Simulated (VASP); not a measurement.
Rh2I:

```
Rh I
1.0
     4.08873    0.00000    0.00000
    -2.04437    3.54095    0.00000
     0.00000    0.00000    4.41475
Rh I
2 1
Direct
  0.33333 0.66667 0.50000
  0.66667 0.33333 0.50000
  0.00000 0.00000 0.00000
```

| Quantity | Value |
| --- | --- |
| Program | VASP 6.6.1 |
| Task | relaxation of cell and atoms |
| Functional | PBE |
| Potentials or basis | VASP PAW PBE potentials, release 64 (Rh_pv, I) |
| Cutoff | 600 eV |
| k mesh | 6 × 6 × 4 |
| Occupations | gaussian, width 0.1 eV |
| Spin | no spin polarisation |

At the start: pressure 4.1 GPa; volume 21.31 Å³/atom.

Q: Where does the relaxation end?

A: Over 19 steps the energy falls by 123.8 meV/atom and the volume is 18.33 Å³/atom (-14.0 %); space group P6/mmm (No. 191, to 0.1 Å) before and after.

The path:
```csv
step,energy change (eV),largest force (eV/Å),pressure (GPa),volume (Å³)
1,0.0000,0.0000,4.05,63.92
2,-0.0460,0.0000,-5.91,68.92
3,-0.0913,0.0000,-2.31,66.76
4,-0.1433,0.0000,-1.51,64.92
5,-0.1912,0.0000,-0.04,62.08
6,-0.2408,0.0000,4.68,56.22
7,1.1535,0.0000,48.85,43.81
8,-0.2421,0.0000,4.98,55.97
9,-0.2671,0.0000,4.31,55.81
10,-0.3301,0.0000,2.69,55.26
11,-0.3423,0.0000,1.42,53.79
12,-0.3635,0.0000,1.64,54.69
13,-0.3659,0.0000,1.29,54.18
14,-0.3691,0.0000,1.37,54.40
15,-0.3690,0.0000,1.35,54.36
16,-0.3707,0.0000,0.75,54.71
17,-0.3709,0.0000,0.46,54.89
18,-0.3713,0.0000,0.26,54.93
19,-0.3715,0.0000,-0.01,54.99
```

Final structure:
```
Rh I
1.0
     4.46915    0.00000    0.00000
    -2.23458    3.87040    0.00000
     0.00000    0.00000    3.17931
Rh I
2 1
Direct
  0.33333 0.66667 0.50000
  0.66667 0.33333 0.50000
  0.00000 0.00000 0.00000
```

Caveat: a cell axis changed by over 15 % at a fixed basis, so the end point is rough; an odd number of electrons without spin polarisation forces a metal; a magnetic or distorted state may lie lower.
